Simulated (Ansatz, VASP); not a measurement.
**One calculation of P, two programs**

Contents of INCAR:

```
PREC     = Accurate       # precision mode
ENCUT    = 520            # plane-wave cutoff, eV
EDIFF    = 1E-6           # SCF threshold, eV
ISMEAR   = 0              # smearing method
SIGMA    = 0.1            # smearing width, eV
LREAL    = False          # projectors in reciprocal space
LASPH    = True           # aspherical terms in the spheres
NELM     = 80             # most SCF steps
ALGO     = Normal         # electronic algorithm
ISIF     = 2              # what is computed and relaxed
LWAVE    = False          # write WAVECAR
LCHARG   = False          # write CHGCAR
GGA      = PE             # functional
NBANDS   = 8              # bands
```

File KPOINTS:

```
regular mesh
0
Gamma
  6 6 8
```

POSCAR

```
P
1.0
    3.0368031200      0.0000000000      0.0000000000
    0.0000000000      3.0368031200      0.0000000000
    0.0000000000      0.0000000000      2.0253223500
P
1
Direct
    0.0000000000      0.0000000000      0.0000000000
```

Input for Ansatz:

```yaml
crystal:
  lattice:
    - [3.03680312, 0.0, 0.0]
    - [0.0, 3.03680312, 0.0]
    - [0.0, 0.0, 2.02532235]
  atoms:
    - { symbol: P, position: [0.0, 0.0, 0.0] }
basis:
  ecutwfc: 420
kpoints:
  mp_grid: { grid: [6, 6, 8] }
hamiltonian:
  xc: pbe
scf:
  occupations: { method: gaussian, width: 0.1 }
  lower_state_search: "off"
output:
  forces: true
  stress: true
  eigenvalues: true
```

Alike in both runs: task single point; functional PBE; k mesh 6 × 6 × 8; occupations gaussian, width 0.1 eV; no spin polarisation.

|  | VASP | Ansatz |
| --- | --- | --- |
| version | VASP 6.6.1 | Ansatz 0.2.0 |
| potentials or method | VASP PAW PBE potentials, release 64 (P), cutoff 520 eV | scalar-relativistic, plane waves, PAW |
| valence electrons in the cell | 5 | 5 |

|  | VASP | Ansatz | Ansatz less VASP |
| --- | --- | --- | --- |
| gap on the k mesh at the Fermi level (eV) | none | none | - |
| pressure (GPa) | 11.3 | 11.7 | +0.34 |
| traceless stress, the component that is largest in VASP (GPa) | 45.95 | 46.49 | +0.546 |

A gap of «none» marks a metal or a gap that the smearing closes. The functional is the same, so the differences come from potentials, cutoffs and numerics.

The k mesh is coarse, so the values compare programs but aren't converged.
